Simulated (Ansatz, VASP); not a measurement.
# Two plane-wave programs on Mo

INCAR

```
PREC = Accurate
ENCUT = 600
EDIFF = 1E-6
ISMEAR = 0
SIGMA = 0.1
LREAL = F
LASPH = T
NELM = 80
ALGO = Normal
ISIF = 3
LWAVE = F
LCHARG = F
GGA = PE
IBRION = 2
NSW = 80
EDIFFG = -0.01
```

Contents of KPOINTS:

```
Automatic mesh
0
Gamma
  18 18 18
```

Contents of POSCAR:

```
Mo
1.0
   -1.5817560469      1.5817560469      1.5817560469
    1.5817560469     -1.5817560469      1.5817560469
    1.5817560469      1.5817560469     -1.5817560469
Mo
1
Direct
    0.0000000000      0.0000000000      0.0000000000
```

Input for Ansatz:

```yaml
crystal:
  lattice:
    - [-1.5817560469, 1.5817560469, 1.5817560469]
    - [1.5817560469, -1.5817560469, 1.5817560469]
    - [1.5817560469, 1.5817560469, -1.5817560469]
  atoms:
    - { symbol: Mo, position: [0.0, 0.0, 0.0] }
basis:
  ecutwfc: 420
kpoints:
  mp_grid: { grid: [18, 18, 18] }
hamiltonian:
  xc: pbe
scf:
  occupations: { method: gaussian, width: 0.1 }
output:
  forces: true
  stress: true
  eigenvalues: true
relax:
  adjacent_minimum: "off"
  f_tol: 0.01
  max_steps: 60
  cell: { stress_tol: 0.1 }
```

Alike in both runs: task relaxation of cell and atoms; functional PBE; k mesh 18 × 18 × 18; occupations gaussian, width 0.1 eV; no spin polarisation.

```csv
,VASP,Ansatz
version,VASP 6.6.1,Ansatz 0.2.0
potentials or method,"VASP PAW PBE potentials, release 64 (Mo_sv), cutoff 600 eV","scalar-relativistic, plane waves, PAW"
valence electrons in the cell,14,14
```

Ansatz gave:

```
gap on the k mesh at the Fermi level, each at its own relaxed structure (eV) : none
relaxed volume (Å³/atom)                                                     : 15.78
relaxed length of the cell vector where the two differ most in proportion (Å)              : 2.737
```

Estimate VASP's values.

gap on the k mesh at the Fermi level, each at its own relaxed structure (eV): none; relaxed volume (Å³/atom): 15.81; relaxed length of the cell vector where the two differ most in proportion (Å): 2.738.

A gap of «none» marks a metal or a gap that the smearing closes.
